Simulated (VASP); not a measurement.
Ga2P, 3 atoms in the cell. The structure is cubic, space group F-43m (No. 216). Conventional cell: a = 6.256 Å, b = 6.256 Å, c = 6.256 Å, α = 90.00°, β = 90.00°, γ = 90.00°. Within 3.6 Å of Ga (site symmetry -43m) lie 4 Ga at 2.71 Å and 6 P at 3.13 Å. Ga (site symmetry -43m) has 4 Ga at 2.71 Å and 4 P at 2.71 Å within 3.6 Å. Within 3.6 Å of P (site symmetry -43m) lie 10 Ga at 2.71 to 3.13 Å. 

```yaml
Program: VASP 6.6.1
Task: single point
Functional: PBE
Potentials_or_basis: VASP PAW PBE potentials, release 64 (Ga_d, P)
Cutoff: 520 eV
k_mesh: 12 × 12 × 12
Occupations: gaussian, width 0.1 eV
Spin: no spin polarisation
Dipole_correction: no
Further_INCAR_settings: ALGO = Normal; EDIFF = 1e-06; NBANDS = 22
```

Potentials or basis: VASP PAW PBE potentials, release 64 (Ga_d, P).

Launch:

```console
$ cat potpaw_PBE.64/Ga_d/POTCAR potpaw_PBE.64/P/POTCAR > POTCAR
$ mpirun -np 1 vasp_std > vasp.out
```

Hardware: 1 thread of AMD EPYC 9R45 (Zen 5), with other jobs on the host.

Task: How long does it take, and how much memory?

Result: It took 98 s on 1 thread of AMD EPYC 9R45 (Zen 5), with other jobs on the host, peak memory 0.22 GiB. Counts: scf iterations 12, k points 72.
